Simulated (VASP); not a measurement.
**CdTe: single point with r2SCAN**

CdTe:

```
Cd Te
1.0
     0.00000    3.11400    3.27790
     3.27790    0.00000    3.27790
     3.27790    3.11400    0.00000
Cd Te
1 1
Direct
  0.00000 0.00000 0.00000
  0.75000 0.75000 0.75000
```

This cell differs from its parent crystal: strain -0.0500 x Voigt [0, 1, 0, 0, 0, 0].

```
Program             : VASP 6.6.1
Task                : single point
Functional          : r2SCAN
Potentials or basis : VASP PAW PBE potentials, release 64 (Cd, Te)
Cutoff              : 520 eV
k mesh              : 8 × 8 × 8
Occupations         : gaussian, width 0.05 eV
Spin                : no spin polarisation
```

* Pressure: 2.4 GPa
* Band gap on the k mesh: 1.22 eV

Stress tensor (GPa, compression positive):
```
2.22 0.00 0.00
0.00 2.89 0.00
0.00 0.00 2.22
```

Levels at points of the mesh, in eV from the valence-band top:
```tsv
k point	band 6	band 7	band 8	band 9	band 10	band 11	band 12	band 13
(0.00, 0.00, 0.00)	-8.42	-0.16	-0.16	0.00	1.22	4.92	4.93	4.93
(0.50, 0.00, 0.00)	-8.04	-4.70	-1.04	-0.79	2.13	5.32	5.67	7.36
(0.50, 0.50, 0.00)	-7.91	-4.62	-2.03	-1.95	2.82	3.02	9.30	9.54
(0.50, 0.00, 0.50)	-7.81	-4.36	-2.22	-2.22	2.60	2.61	9.72	9.79
```

Wall time 6.1 min on 1 thread of Intel Xeon 8259CL (shared host), peak memory 0.26 GiB.

Caveat: the cell differs from its parent crystal (strain -0.0500 x Voigt [0, 1, 0, 0, 0, 0]); the PAW data sets were made with another functional, which shifts forces and pressure a little; spin-orbit coupling is left out, which moves the levels of the heavy elements.
